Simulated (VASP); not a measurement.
Here is a VASP 6.6.1 calculation.

File INCAR:

```
SYSTEM = BiTe
  PREC = Accurate
  ENCUT = 520
  EDIFF = 1E-6
  ISMEAR = -1
  SIGMA = 0.05
  LREAL = .False.
  LASPH = .True.
  NELM = 60
  ALGO = Normal
  ISIF = 2
  LWAVE = .False.
  LCHARG = .True.
  LELF = .True.
  LVHAR = .True.
  NBANDS = 18
```

KPOINTS

```
regular mesh
0
Gamma
  7 7 7
  0 0 0
```

Contents of POSCAR:

```
BiTe
1.0
    0.0000000000      3.2132879364      3.2132879364
    3.2132879364      0.0000000000      3.2132879364
    3.2132879364      3.2132879364      0.0000000000
Bi Te
1 1
Direct
    0.0000000000      0.0000000000      0.0000000000
    0.5000000000      0.5000000000      0.5000000000
```

Potentials or basis: VASP PAW LDA potentials, release 64 (Bi_d, Te).

Command:

```bash
$ cat potpaw_LDA.64/Bi_d/POTCAR potpaw_LDA.64/Te/POTCAR > POTCAR
$ mpirun -np 1 vasp_std > vasp.out
```

Question: What does it give for the pressure?

Answer: -1.7 GPa.
